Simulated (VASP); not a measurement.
Here is a VASP 6.6.1 calculation.

File INCAR:

```
  PREC = Accurate
  ENCUT = 520
  EDIFF = 1E-7
  ISMEAR = 0
  SIGMA = 0.15
  LREAL = F
  LASPH = T
  NELM = 150
  ALGO = Normal
  ISIF = 2
  LWAVE = F
  LCHARG = T
  ISPIN = 2
  MAGMOM = 0.875
  LORBIT = 11
  NUPDOWN = 0.875
  LMAXMIX = 4
  LELF = T
  LVHAR = T
  NBANDS = 15
```

Contents of KPOINTS:

```
Automatic mesh
0
Gamma
  24 24 24
```

Contents of POSCAR:

```
Ni
1.0
    0.0000000000      1.7121260312      1.7121260312
    1.7121260312      0.0000000000      1.7121260312
    1.7121260312      1.7121260312      0.0000000000
Ni
1
Direct
    0.0000000000      0.0000000000      0.0000000000
```

Potentials or basis: VASP PAW LDA potentials, release 64 (Ni).

Launch:

```console
$ cat potpaw_LDA.64/Ni/POTCAR > POTCAR
$ mpirun -np 1 vasp_std > vasp.out
```

(1) Predict the pressure.

Results:

(1) 2.4 GPa.

Caveat: the total moment is fixed, so each spin has its own Fermi level.
